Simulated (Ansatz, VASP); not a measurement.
GaP: VASP beside Ansatz

File INCAR:

```
ALGO = Normal ; EDIFF = 1E-7
EDIFFG = -0.05 ; ENCUT = 600
GGA = CA ; IBRION = 2
ISIF = 3 ; ISMEAR = 0
LASPH = True ; LCHARG = False
LREAL = False ; LWAVE = False
NELM = 80 ; NSW = 100
PREC = Accurate ; SIGMA = 0.02
```

KPOINTS

```
k-points
0
Gamma
  8 8 8
```

POSCAR

```
GaP
1.0
    0.0000000000      2.7258124900      2.7258124900
    2.7258124900      0.0000000000      2.7258124900
    2.7258124900      2.7258124900      0.0000000000
Ga P
1 1
Direct
    0.0000000000      0.0000000000      0.0000000000
    0.7500000000      0.7500000000      0.7500000000
```

Input for Ansatz:

```yaml
crystal:
  lattice:
    - [0.0, 2.72581249, 2.72581249]
    - [2.72581249, 0.0, 2.72581249]
    - [2.72581249, 2.72581249, 0.0]
  atoms:
    - { symbol: Ga, position: [0.0, 0.0, 0.0] }
    - { symbol: P, position: [0.75, 0.75, 0.75] }
kpoints:
  mp_grid: { grid: [8, 8, 8] }
hamiltonian:
  xc: lda
scf:
  occupations: { method: gaussian, width: 0.02 }
output:
  forces: true
  eigenvalues: true
  stress: true
relax:
  adjacent_minimum: "off"
  f_tol: 0.05
  max_steps: 80
  cell: { stress_tol: 0.05 }
  max_displacement: 0.05
accuracy: high
```

Alike in both runs: task relaxation of cell and atoms; functional LDA; k mesh 8 × 8 × 8; occupations gaussian, width 0.02 eV; no spin polarisation.

|  | VASP | Ansatz |
| --- | --- | --- |
| version | VASP 6.6.1 | Ansatz 0.2.0 |
| potentials or method | VASP PAW LDA potentials, release 64 (Ga_d, P) | scalar-relativistic, plane waves, PAW |
| plane-wave cutoff (eV) | 600 | 420 |
| valence electrons in the cell | 18 | 18 |

|  | VASP | Ansatz | Ansatz less VASP |
| --- | --- | --- | --- |
| gap on the k mesh at the Fermi level, each at its own relaxed structure (eV) | 1.43 | 1.43 | -0.001 |
| relaxed volume (Å³/atom) | 19.61 | 19.59 | -0.020 |
| relaxed cell length with the largest relative difference (Å) | 3.814 | 3.812 | -0.0013 |

LDA's correlation is that of Perdew and Zunger in VASP and of Perdew and Wang (1992) in Ansatz.
